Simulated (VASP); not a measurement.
# BN (P1) in VASP: a series of runs, part 2 of 3

VASP 6.6.1.

**3. Single point, PBE (atom 1 (B) moved by (-0.600, +0.600) A along x and z)**

Contents of INCAR:

```
PREC = Accurate
ENCUT = 520
EDIFF = 1E-7
ISMEAR = 0
SIGMA = 0.05
LREAL = F
LASPH = T
NELM = 60
ALGO = Normal
ISIF = 2
LWAVE = F
LCHARG = T
GGA = PE
LELF = T
LVHAR = T
NBANDS = 16
```

Contents of KPOINTS:

```
regular mesh
0
Gamma
  12 12 6
```

Contents of POSCAR:

```
BN
1.0
    2.5539396017      0.0000000000      0.0000000000
   -1.2769698009      2.2117765748      0.0000000000
    0.0000000000      0.0000000000      4.2268550000
B N
2 2
Direct
    0.4317355040      0.3333333333      1.1416735109
    0.3333333333      0.6666666667      0.4997240000
    0.6666666667      0.3333333333      0.6252760000
    0.3333333333      0.6666666667      0.1252760000
```

Potentials or basis: VASP PAW PBE potentials, release 64 (B, N).

Run with:

```sh
cat potpaw_PBE.64/B/POTCAR potpaw_PBE.64/N/POTCAR > POTCAR
mpirun -np 1 vasp_std > vasp.out
```

OUTCAR:

```text
PREC = Accurate
   ENCUT = 520
   EDIFF = 1E-7
   ISMEAR = 0
   LREAL = F
   LASPH = T
   NELM = 60
   ISIF = 2
   GGA = PE

 ion  position               nearest neighbor table
   1  0.432  0.333  0.142-   4 1.00   4 1.59   2 1.81
   2  0.333  0.667  0.500-   3 1.57   3 1.57   3 1.57   4 1.58   1 1.81
   3  0.667  0.333  0.625-   2 1.57   2 1.57   2 1.57
   4  0.333  0.667  0.125-   1 1.00   2 1.58   1 1.59

  LATTYP: Found a hexagonal cell.
 ALAT       =     2.5539396017
 C/A-ratio  =     1.6550332659

  Lattice vectors:

 A1 = (   2.5539396017,   0.0000000000,   0.0000000000)
 A2 = (  -1.2769698009,   2.2117765748,   0.0000000000)
 A3 = (   0.0000000000,   0.0000000000,   4.2268550000)

Analysis of symmetry for initial positions (statically):
=====================================================================
 Subroutine PRICEL returns:
 Original cell was already a primitive cell.

 Routine SETGRP: Setting up the symmetry group for a
 hexagonal supercell.

 Subroutine GETGRP returns: Found  1 space group operations
 (whereof  1 operations were pure point group operations)
 out of a pool of 24 trial point group operations.

The static configuration has the point symmetry C_1 .

Analysis of symmetry for dynamics (positions and initial velocities):
=====================================================================
 Subroutine PRICEL returns:
 Original cell was already a primitive cell.

 Routine SETGRP: Setting up the symmetry group for a
 hexagonal supercell.

 Subroutine GETGRP returns: Found  1 space group operations
 (whereof  1 operations were pure point group operations)
 out of a pool of 24 trial point group operations.

The dynamic configuration has the point symmetry C_1 .

 Subroutine INISYM returns: Found  1 space group operations
 (whereof  1 operations are pure point group operations),
 and found     1 'primitive' translations

[... 112 lines left out ...]
   EFERMI =   0.00;   METHOD = LEGACY
   ISMEAR =     0;   SIGMA  =   0.05  broadening in eV -4-tet -1-fermi 0-gaus
   EFERMI_NEDOS =   21; number of points for ismear=-14 and -15
   IALGO  =     38    algorithm
   IMIX   =      4    mixing-type and parameters
     AMIX     =   0.40;   BMIX     =  1.00
     AMIX_MAG =   1.60;   BMIX_MAG =  1.00
  volume/ion in A,a.u.               =       5.97        40.28
  Fermi-wavevector in a.u.,A,eV,Ry     =   1.432600  2.707222 27.923836  2.052344
  Thomas-Fermi vector in A             =   2.552210
   LORBIT       =      0    0 simple, 1 ext, 2 COOP (PROOUT), +10 PAW based schemes
   GGA     = PE    functional components
   LHFCALC =     F    Hartree Fock is set to
   AEXX    =    0.0000 exact exchange contribution
   IVDW    =     0    specifies the selected vdW correction
   LEPSILON=     F    determine dielectric tensor
   LRPA    =     F    only Hartree local field effects (RPA)
 non-spin polarized calculation
 Gauss-broadening in eV      SIGMA  =   0.05
  energy-cutoff  :      520.00
  volume of cell :       23.88
 maximum number of plane-waves:       660
   NGX =  9   NGY =  9   NGZ = 15

 number of electron      16.0000000 magnetization

 Free energy of the ion-electron system (eV)
  ---------------------------------------------------
  ext. energy  EPLUGINS =         0.00000000
  ---------------------------------------------------
  free energy    TOTEN  =       -24.02989378 eV

  energy without entropy =      -24.02989378  energy(sigma->0) =      -24.02989378

 E-fermi :   7.9673     XC(G=0): -12.6175

 val. band max:        7.7571901470   @ k =   0.0000   0.0833   0.0000
 cond. band min:       8.6892041898   @ k =   0.0000   0.5000   0.0000
 fundamental gap:      0.9320140428
 Fermi energy:         7.9672747803

 k-point     1 :       0.0000    0.0000    0.0000
  band No.  band energies     occupation
      1     -14.2675      2.00000
      2      -8.9268      2.00000
      3      -3.7403      2.00000
      4      -0.9448      2.00000
      5       4.8245      2.00000
      6       7.0254      2.00000
[... 433 lines left out ...]
      3      -2.6462      2.00000
      4      -1.6545      2.00000
      5       3.3586      2.00000
      6       4.3418      2.00000
[... 8 lines left out ...]
     15      21.6709      0.00000
     16      24.3039      0.00000

 [... further k-points ...]
[... 5 lines left out ...]
  --------------------------------------------------------------------------------------
  -------------------------------------------------------------------------------------
  Total       25.6704375     24.7059206      6.5368666    -20.4519164     -2.9469689      2.4163428
  in kB     1722.5610626   1657.8391749    438.6427754  -1372.3831085   -197.7501870    162.1436340
  external PRESSURE =    1273.0143376 kB  Pullay stress =       0.0000000 kB

 VOLUME and BASIS-vectors are now :
 -----------------------------------------------------------------------------
  energy-cutoff  :      520.00
  volume of cell :       23.88
      direct lattice vectors                 reciprocal lattice vectors
     2.553939602  0.000000000  0.000000000     0.391551938  0.226062617  0.000000000
    -1.276969801  2.211776575  0.000000000     0.000000000  0.452125233  0.000000000
     0.000000000  0.000000000  4.226855000     0.000000000  0.000000000  0.236582518

 POSITION                                       TOTAL-FORCE (eV/Angst)
 -----------------------------------------------------------------------------------
      0.67697      0.73726      0.59883        33.536203    -36.201371      0.266179
     -0.00000      1.47452      2.11226        -0.271933     -0.052138      5.873171
      1.27697      0.73726      2.64295        -0.013918     -0.246162     -3.871649
     -0.00000      1.47452      0.52952       -33.250351     36.499671     -2.267701
 -----------------------------------------------------------------------------------
    total drift:                               -0.000067      0.000003     -0.000044

  FREE ENERGIE OF THE ION-ELECTRON SYSTEM (eV)
  ---------------------------------------------------
  free  energy   TOTEN  =       -24.0298937790 eV

  energy  without entropy=      -24.0298937790  energy(sigma->0) =      -24.02989378
```

OSZICAR:

```text
N       E                     dE             d eps       ncg     rms          rms(c)
DAV:   1     0.498569401807E+02    0.49857E+02   -0.85348E+03 14016   0.974E+02
DAV:   2    -0.265250378053E+02   -0.76382E+02   -0.71038E+02 19928   0.240E+02
DAV:   3    -0.288517546986E+02   -0.23267E+01   -0.23215E+01 14992   0.392E+01
DAV:   4    -0.288584643912E+02   -0.67097E-02   -0.67094E-02 18096   0.240E+00
DAV:   5    -0.288584911585E+02   -0.26767E-04   -0.26767E-04 15160   0.137E-01    0.139E+01
DAV:   6    -0.245322539660E+02    0.43262E+01   -0.51409E+00 17296   0.218E+01    0.606E+00
DAV:   7    -0.240757742898E+02    0.45648E+00   -0.11794E+00 15528   0.923E+00    0.314E+00
DAV:   8    -0.240280761154E+02    0.47698E-01   -0.82933E-02 18304   0.286E+00    0.969E-01
DAV:   9    -0.240298355692E+02   -0.17595E-02   -0.10822E-02 15904   0.963E-01    0.245E-01
DAV:  10    -0.240298142198E+02    0.21349E-04   -0.64669E-04 17880   0.250E-01    0.776E-02
DAV:  11    -0.240298869900E+02   -0.72770E-04   -0.16285E-04 15888   0.113E-01    0.340E-02
DAV:  12    -0.240298914557E+02   -0.44658E-05   -0.79643E-06 17816   0.298E-02    0.141E-02
DAV:  13    -0.240298936418E+02   -0.21861E-05   -0.32704E-06 15840   0.158E-02    0.243E-03
DAV:  14    -0.240298937687E+02   -0.12682E-06   -0.24926E-07 18712   0.552E-03    0.871E-04
DAV:  15    -0.240298937790E+02   -0.10366E-07   -0.31147E-08 10120   0.158E-03
   1 F= -.24029894E+02 E0= -.24029894E+02  d E =-.152845E-11
```

stdout:

```text
POSCAR found type information on POSCAR B N
 POSCAR found :  2 types and       4 ions
 scaLAPACK will be used
 LDA part: xc-table for (Slater+PW92), standard interpolation
 POSCAR, INCAR and KPOINTS ok, starting setup
 FFT: planning ... GRIDC
 FFT: planning ... GRID_SOFT
 FFT: planning ... GRID
 WAVECAR not read
 entering main loop
```

Wall time 3.2 min (1 thread of Intel Xeon 8259CL, shared host); peak memory 0.24 GiB.

Results:

```
Free energy            : -24.0299 eV
Pressure               : 127.3 GPa
Largest force          : 49.426 eV/Å
Band gap on the k mesh : 0.93 eV (least direct gap 3.04 eV)
```

Forces in eV/Å, atoms in the order of the input:
```
B    33.536 -36.201   0.266
B    -0.272  -0.052   5.873
N    -0.014  -0.246  -3.872
N   -33.250  36.500  -2.268
```

Stress tensor (GPa, compression positive):
```
 172.26 -137.24   16.21
-137.24  165.78  -19.78
  16.21  -19.78   43.86
```

Caveat: the cell differs from its parent crystal (atom 1 (B) moved by (-0.600, +0.600) A along x and z); atoms lie so close that the PAW spheres overlap strongly, which falsifies energies and pressures; the cell stands under pressure; forces of over 1 eV/Å act on the atoms, so gaps and moduli don't describe the material at rest. A k mesh can miss the band edges.

(Part 2 of 3 ends here.)
